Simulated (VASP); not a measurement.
The system is AlN.

```
CELL_PARAMETERS angstrom
3.04945 0.00000 0.00000
-1.52473 2.64090 0.00000
0.00000 0.00000 4.87932
ATOMIC_POSITIONS crystal
Al 0.66667 0.33333 0.50000
Al 0.33333 0.66667 0.00000
N 0.66667 0.33333 0.88000
N 0.33333 0.66667 0.38000
```

This cell differs from its parent crystal: volume scaled by 0.94.

Base run:

- Program: VASP 6.6.1
- Functional: PBEsol
- Potentials or basis: VASP PAW PBE potentials, release 64 (Al, N)
- Cutoff: 520 eV
- k mesh: 10 × 10 × 6
- Occupations: fermi-dirac, width 0.05 eV
- Spin: no spin polarisation

Its results: band gap on the k mesh 4.70 eV, direct; pressure 14.4 GPa; largest force 0.183 eV/Å.

Problem. After a change of settings the same cell gave: band gap on the k mesh 5.07 eV, direct; pressure 22.0 GPa; largest force 0.166 eV/Å. Which change was it?
A. functional from PBEsol to BLYP
B. functional from PBEsol to PBE exchange alone
C. functional from PBEsol to LDA; potentials or basis from VASP PAW PBE potentials, release 64 (Al, N) to VASP PAW LDA potentials, release 64 (Al, N)
D. functional from PBEsol to RPBE; dispersion from none to D3(BJ)

Solution. A.

BLYP binds less tightly than PBEsol, so the same cell stands under more pressure.

Caveats: the PAW data sets were made with another functional, which shifts forces and pressure a little.
